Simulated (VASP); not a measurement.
A run of VASP 6.6.1 is set up as follows.

INCAR

```
SYSTEM = Ga
ALGO = Fast
EDIFF = 1E-7
ENCUT = 520
GGA = CA
ISIF = 2
ISMEAR = -1
LASPH = .TRUE.
LCHARG = .FALSE.
LREAL = .FALSE.
LWAVE = .FALSE.
NBANDS = 20
NELM = 60
PREC = Accurate
SIGMA = 0.05
```

KPOINTS

```
k-points
0
G
  10 10 8
  0 0 0
```

Contents of POSCAR:

```
Ga
1.0
    1.4011994555     -4.0794863395      0.0000000000
    1.4011994555      4.0794863395      0.0000000000
   -0.1189930338      0.0000000000      3.3737493278
Ga
2
Direct
    0.1310000000      0.8690000000      0.7500000000
    0.8690000000      0.1310000000      0.2500000000
```

Potentials or basis: VASP PAW LDA potentials, release 64 (Ga_d).

The run is started by

```bash
$ cat potpaw_LDA.64/Ga_d/POTCAR > POTCAR
$ mpirun -np 1 vasp_std > vasp.out
```

Q: What does it give for the pressure?

A: -5.5 GPa.

Q: Estimate the band gap on the k mesh.

A: Zero (band 13 reaches 8.91 eV, above the bottom of band 14 at 0.87 eV).

Forces in eV/Å, atoms in the order of the input:
```
Ga   0.000 -0.162  0.000
Ga   0.000  0.162  0.000
```
